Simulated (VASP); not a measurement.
# Mo in VASP: single point with LDA

Aim: the single point of Mo with LDA.

Everything below comes from runs of VASP 6.6.1. Logs are shortened: lines on timing, memory, paths and dates and some standing lists are left out, and cuts for length are marked.

### 1 The cell of the first run

The cell holds a slab with vacuum, 10 atoms: a = 4.400 Å, b = 4.400 Å, c = 23.223 Å, α = 90.00°, β = 90.00°, γ = 90.00°.

### 2 Single point, LDA

File INCAR:

```
ALGO = Normal
DIPOL = 0.5 0.5 0.498
EDIFF = 1E-6
ENCUT = 520
IDIPOL = 3
ISIF = 2
ISMEAR = 0
LASPH = T
LCHARG = T
LDIPOL = T
LELF = T
LREAL = F
LVACPOTAV = T
LVHAR = T
LWAVE = F
NBANDS = 81
NELM = 80
PREC = Accurate
SIGMA = 0.1
```

File KPOINTS:

```
k-points
0
Gamma
  7 7 1
```

File POSCAR:

```
Mo
1.0
    4.4000774537      0.0000000000      0.0000000000
    0.0000000000      4.4000774537      0.0000000000
    0.0000000000      0.0000000000     23.2226492105
Mo
10
Direct
    0.0000000000      0.5000000000      0.3660219781
    0.5000000000      0.0000000000      0.3660219781
    0.0000000000      0.0000000000      0.4330109890
    0.5000000000      0.5000000000      0.4330109890
    0.0000000000      0.5000000000      0.4981381947
    0.5000000000      0.0000000000      0.4981381947
    0.0000000000      0.0000000000      0.5680085213
    0.5000000000      0.5000000000      0.5680085213
    0.0000000000      0.5000000000      0.6259912530
    0.5000000000      0.0000000000      0.6259912530
```

Potentials or basis: VASP PAW LDA potentials, release 64 (Mo_sv).

The run is started by

```console
cat potpaw_LDA.64/Mo_sv/POTCAR > POTCAR
mpirun -np 1 vasp_std > vasp.out
```

OUTCAR:

```text
EDIFF = 1E-6
   ENCUT = 520
   ISIF = 2
   ISMEAR = 0
   LASPH = T
   LREAL = F
   NELM = 80
   PREC = Accurate

 ion  position               nearest neighbor table
   1  0.000  0.500  0.366-   3 2.69   4 2.69   3 2.69   4 2.69   5 3.07   2 3.11   2 3.11   2 3.11
                             2 3.11
   2  0.500  0.000  0.366-   3 2.69   4 2.69   4 2.69   3 2.69   6 3.07   1 3.11   1 3.11   1 3.11
                             1 3.11
   3  0.000  0.000  0.433-   5 2.67   6 2.67   5 2.67   6 2.67   1 2.69   1 2.69   2 2.69   2 2.69
                             4 3.11   4 3.11   4 3.11   4 3.11   7 3.14
   4  0.500  0.500  0.433-   5 2.67   6 2.67   6 2.67   5 2.67   2 2.69   1 2.69   1 2.69   2 2.69
                             3 3.11   3 3.11   3 3.11   3 3.11   8 3.14
   5  0.000  0.500  0.498-   3 2.67   4 2.67   3 2.67   4 2.67   7 2.73   7 2.73   8 2.73   8 2.73
                             9 2.97   1 3.07   6 3.11   6 3.11   6 3.11   6 3.11
   6  0.500  0.000  0.498-   3 2.67   4 2.67   4 2.67   3 2.67   7 2.73   8 2.73   8 2.73   7 2.73
                            10 2.97   2 3.07   5 3.11   5 3.11   5 3.11   5 3.11
   7  0.000  0.000  0.568-   9 2.58  10 2.58   9 2.58  10 2.58   5 2.73   5 2.73   6 2.73   6 2.73
                             8 3.11   8 3.11   8 3.11   8 3.11   3 3.14
   8  0.500  0.500  0.568-   9 2.58  10 2.58  10 2.58   9 2.58   6 2.73   5 2.73   5 2.73   6 2.73
                             7 3.11   7 3.11   7 3.11   7 3.11   4 3.14
   9  0.000  0.500  0.626-   7 2.58   8 2.58   7 2.58   8 2.58   5 2.97  10 3.11  10 3.11  10 3.11
                            10 3.11
  10  0.500  0.000  0.626-   7 2.58   8 2.58   8 2.58   7 2.58   6 2.97   9 3.11   9 3.11   9 3.11
                             9 3.11
[... 7 lines left out ...]
 A1 = (   4.4000774537,   0.0000000000,   0.0000000000)
 A2 = (   0.0000000000,   4.4000774537,   0.0000000000)
 A3 = (   0.0000000000,   0.0000000000,  23.2226492105)

Analysis of symmetry for initial positions (statically):
=====================================================================
 Subroutine PRICEL returns following result:

  LATTYP: Found a simple tetragonal cell.
 ALAT       =     3.1113246053
 C/A-ratio  =     7.4639107637

  Lattice vectors:

 A1 = (   2.2000387268,  -2.2000387268,   0.0000000000)
 A2 = (   2.2000387268,   2.2000387269,   0.0000000000)
 A3 = (   0.0000000000,   0.0000000000,  23.2226492105)

   2 primitive cells build up your supercell.

 Routine SETGRP: Setting up the symmetry group for a
 simple tetragonal supercell.

 Subroutine GETGRP returns: Found  8 space group operations
 (whereof  8 operations were pure point group operations)
 out of a pool of 16 trial point group operations.

The static configuration has the point symmetry C_4v.

Analysis of symmetry for dynamics (positions and initial velocities):
=====================================================================
 Subroutine PRICEL returns following result:

  LATTYP: Found a simple tetragonal cell.
[... 132 lines left out ...]
  Thomas-Fermi vector in A             =   2.246159
   LORBIT       =      0    0 simple, 1 ext, 2 COOP (PROOUT), +10 PAW based schemes
   GGA     = CA    functional components
   LHFCALC =     F    Hartree Fock is set to
   AEXX    =    0.0000 exact exchange contribution
   IVDW    =     0    specifies the selected vdW correction
   LEPSILON=     F    determine dielectric tensor
   LRPA    =     F    only Hartree local field effects (RPA)
 non-spin polarized calculation
 Gauss-broadening in eV      SIGMA  =   0.10
  energy-cutoff  :      520.00
  volume of cell :      449.61
 maximum number of plane-waves:     12142
 NGX is ok and might be reduce to    36
   NGX = 17   NGY = 17   NGZ = 87

 dipolmoment           0.000000      0.000000      0.001736 electrons x Angstroem

 number of electron     139.9999978 magnetization

 dipolmoment           0.000000      0.000000     -0.007221 electrons x Angstroem

 Free energy of the ion-electron system (eV)
  ---------------------------------------------------
  ext. energy  EPLUGINS =         0.00000000
  ---------------------------------------------------
  free energy    TOTEN  =      -112.03342573 eV

  energy without entropy =     -111.95643930  energy(sigma->0) =     -111.99493252

 E-fermi :   1.5713     XC(G=0):  -5.6714

 val. band max:        1.5691982836   @ k =   0.1429   0.0000   0.0000
 cond. band min:       1.5808672389   @ k =   0.2857   0.1429   0.0000
 fundamental gap:      0.0116689553
 Fermi energy:         1.5713461815

 k-point     1 :       0.0000    0.0000    0.0000
  band No.  band energies     occupation
      1     -59.3039      2.00000
      2     -59.1228      2.00000
      3     -59.0648      2.00000
      4     -58.9632      2.00000
      5     -58.9347      2.00000
      6     -58.8846      2.00000
[... 829 lines left out ...]
     80       3.2660      0.00000
     81       3.3355      0.00000

------------------------ aborting loop because EDIFF is reached ----------------------------------------

  FORCE on cell =-STRESS in cart. coord.  units (eV):
  Direction    XX          YY          ZZ          XY          YZ          ZX
  --------------------------------------------------------------------------------------
  -------------------------------------------------------------------------------------
  Total      -10.5746272    -10.5746272     -2.9125551      0.0000000      0.0000000      0.0000000
  in kB      -37.6828068    -37.6828068    -10.3789239      0.0000000      0.0000000      0.0000000
  external PRESSURE =     -28.5815125 kB  Pullay stress =       0.0000000 kB

 VOLUME and BASIS-vectors are now :
 -----------------------------------------------------------------------------
  energy-cutoff  :      520.00
  volume of cell :      449.61
      direct lattice vectors                 reciprocal lattice vectors
     4.400077454  0.000000000  0.000000000     0.227268727  0.000000000  0.000000000
     0.000000000  4.400077454  0.000000000     0.000000000  0.227268727  0.000000000
     0.000000000  0.000000000 23.222649210     0.000000000  0.000000000  0.043061409

 POSITION                                       TOTAL-FORCE (eV/Angst)
 -----------------------------------------------------------------------------------
      0.00000      2.20004      8.50000         0.000000      0.000000      1.144883
      2.20004      0.00000      8.50000        -0.000000      0.000000      1.144883
      0.00000      0.00000     10.05566         0.000000     -0.000000     -1.224959
      2.20004      2.20004     10.05566        -0.000000     -0.000000     -1.224959
      0.00000      2.20004     11.56809         0.000000      0.000000      0.011422
      2.20004      0.00000     11.56809        -0.000000      0.000000      0.011422
      0.00000      0.00000     13.19066         0.000000      0.000000     -0.026005
      2.20004      2.20004     13.19066         0.000000     -0.000000     -0.026005
      0.00000      2.20004     14.53718         0.000000      0.000000      0.094660
      2.20004      0.00000     14.53718        -0.000000      0.000000      0.094660
 -----------------------------------------------------------------------------------
    total drift:                                0.000000      0.000000     -0.000379

  FREE ENERGIE OF THE ION-ELECTRON SYSTEM (eV)
  ---------------------------------------------------
  free  energy   TOTEN  =      -112.0334257291 eV

  energy  without entropy=     -111.9564393014  energy(sigma->0) =     -111.99493252

 vacuum level on the upper side and lower side of the slab         5.847         5.914
```

Wall time 12 min (1 thread of Intel Xeon Platinum 8488C (Sapphire Rapids), shared host); peak memory 0.52 GiB.

What came out:

| Item | Value |
| --- | --- |
| Free energy | -112.0334 eV |
| Largest force | 1.225 eV/Å |
| Band gap on the k mesh | zero (bands 70 and 71 overlap by 0.43 eV) |

Forces in eV/Å, atoms in the order of the input:
```
Mo   0.000  0.000  1.145
Mo   0.000  0.000  1.145
Mo   0.000  0.000 -1.225
Mo   0.000  0.000 -1.225
Mo   0.000  0.000  0.011
Mo   0.000  0.000  0.011
Mo   0.000  0.000 -0.026
Mo   0.000  0.000 -0.026
Mo   0.000  0.000  0.095
Mo   0.000  0.000  0.095
```
